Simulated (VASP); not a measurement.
Input of a VASP 6.6.1 run:

Contents of INCAR:

```
SYSTEM = Sb2S
ALGO     = Normal         ! electronic algorithm
EDIFF    = 1E-7           ! SCF threshold, eV
EDIFFG   = -0.04          ! ionic threshold
ENCUT    = 600            ! plane-wave cutoff, eV
GGA      = PE             ! functional
IBRION   = 2              ! ionic algorithm
ISIF     = 3              ! what is computed and relaxed
ISMEAR   = 0              ! smearing method
LASPH    = .True.         ! aspherical terms in the spheres
LCHARG   = .False.        ! write CHGCAR
LREAL    = .False.        ! projectors in reciprocal space
LWAVE    = .False.        ! write WAVECAR
NELM     = 100            ! most SCF steps
NSW      = 90             ! ionic steps
PREC     = Accurate       ! precision mode
SIGMA    = 0.1            ! smearing width, eV
```

The input KPOINTS:

```
k-points
0
Gamma
  6 6 2
  0 0 0
```

File POSCAR:

```
Sb2S
1.0
    3.5259021900      0.0000000000      0.0000000000
    0.0000000000      3.5259021900      0.0000000000
    0.0000000000      0.0000000000      7.7086803700
Sb S
2 1
Direct
    0.5000000000      0.5000000000      0.3001792200
    0.5000000000      0.5000000000      0.6998207800
    0.5000000000      0.5000000000      0.0000000000
```

Potentials or basis: VASP PAW PBE potentials, release 64 (Sb, S).

Command:

```bash
$ cat potpaw_PBE.64/Sb/POTCAR potpaw_PBE.64/S/POTCAR > POTCAR
$ mpirun -np 1 vasp_std > vasp.out
```

(1) What does it give for the relaxed volume?

(2) What does it give for the band gap on the k mesh?

(3) Predict the relaxed cell.

Results:

(1) 27.05 Å³/atom.

(2) zero (bands 8 and 9 overlap by 6.06 eV).

(3) a = 3.108 Å, b = 3.108 Å, c = 8.402 Å, α = 90.00°, β = 90.00°, γ = 90.00°.

Caveat: the k points lie up to 0.37 Å⁻¹ apart in the final cell, too coarse for converged energies and pressures of a metal; the volume moved by over 15 % at a fixed basis, so the end points are rough; spin-orbit coupling is left out, which moves the levels of the heavy elements.
